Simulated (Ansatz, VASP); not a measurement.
# One calculation of Lu, two programs

```
Lu
1.0
     0.00000    3.58032    3.58032
     3.58032    0.00000    3.58032
     3.58032    3.58032    0.00000
Lu
2
Cartesian
  -0.8951 -0.8951 -0.8951
  0.8951 0.8951 0.8951
```

Change from the starting cell: volume scaled by 1, PAW files.

Alike in both runs: task single point; functional PBEsol; k mesh 10 × 10 × 10; occupations fermi-dirac, width 0.05 eV; no spin polarisation.

|  | VASP | Ansatz |
| --- | --- | --- |
| version | VASP 6.6.1 | Ansatz 0.2.0 |
| potentials or method | VASP PAW PBE potentials, release 64 (Lu) | PAW with Ansatz's default frozen-core files, scalar-relativistic |
| plane-wave cutoff (eV) | 520 | 420 |
| valence electrons in the cell | 50 | 50 |

|  | VASP | Ansatz | Ansatz less VASP |
| --- | --- | --- | --- |
| pressure (GPa) | 0.0 | 0.0 | -0.01 |

VASP's potentials were made for PBE, not for PBEsol.

Neither program's run includes spin-orbit coupling.
